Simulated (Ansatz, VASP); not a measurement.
# Two plane-wave programs on Fe2Pt

File INCAR:

```
PREC = Accurate
ENCUT = 520
EDIFF = 1E-6
ISMEAR = -1
SIGMA = 0.025
LREAL = False
LASPH = True
NELM = 150
ALGO = Normal
ISIF = 2
LWAVE = False
LCHARG = False
ISPIN = 2
MAGMOM = 1.9 -1.9 0
LORBIT = 11
LMAXMIX = 4
GGA = PE
NBANDS = 24
```

File KPOINTS:

```
regular mesh
0
Gamma
  12 12 5
```

POSCAR

```
Fe2Pt
1.0
    2.6175999160      0.0000000000      0.0000000000
   -1.3087999580      2.2669080242      0.0000000000
    0.0000000000      0.0000000000      6.2768510000
Fe Pt
2 1
Direct
    0.3333333333      0.6666666667      0.6445400000
    0.6666666667      0.3333333333      0.3554600000
    0.0000000000      0.0000000000      0.0000000000
```

Input for Ansatz:

```yaml
crystal:
  lattice:
    - [2.617599916, 0.0, 0.0]
    - [-1.308799958, 2.2669080242, 0.0]
    - [0.0, 0.0, 6.276851]
  atoms:
    - { symbol: Fe, position: [0.3333333333, 0.6666666667, 0.64454], spin: 1.9 }
    - { symbol: Fe, position: [0.6666666667, 0.3333333333, 0.35546], spin: -1.9 }
    - { symbol: Pt, position: [0.0, 0.0, 0.0] }
magnetization:
  spin_polarized: true
kpoints:
  mp_grid: { grid: [12, 12, 5] }
scf:
  occupations: { method: fermi_dirac, width: 0.025 }
  lower_state_search: "off"
hamiltonian:
  xc: pbe
  pseudopotentials: { kind: paw }
output:
  eigenvalues: false
  eigenstates:
    nscf_kmesh: { grid: [12, 12, 5] }
    top_band: c32
    exchange_couplings: { magnetic: [{ species: Fe }] }
```

Alike in both runs: task single point; functional PBE; k mesh 12 × 12 × 5; occupations fermi-dirac, width 0.025 eV; collinear spin.

```csv
,VASP,Ansatz
version,VASP 6.6.1,Ansatz 0.2.0
potentials or method,"VASP PAW PBE potentials, release 64 (Fe, Pt)","PAW with Ansatz's default frozen-core files, scalar-relativistic"
plane-wave cutoff (eV),520,420
valence electrons in the cell,26,50
```

|  | VASP | Ansatz | Ansatz less VASP |
| --- | --- | --- | --- |
| net moment per atom (μB) | 0.00 | 0.00 | 0.000 |
| size of the moment on the site where the two differ most (μB) | 1.99 | 1.93 | -0.055 |

Site moments also hang on the region over which each program counts them. VASP's potentials hold 26 valence electrons a cell and Ansatz's 50, so a difference there can come from the potentials and not from the codes.

Spin-orbit coupling is off throughout.
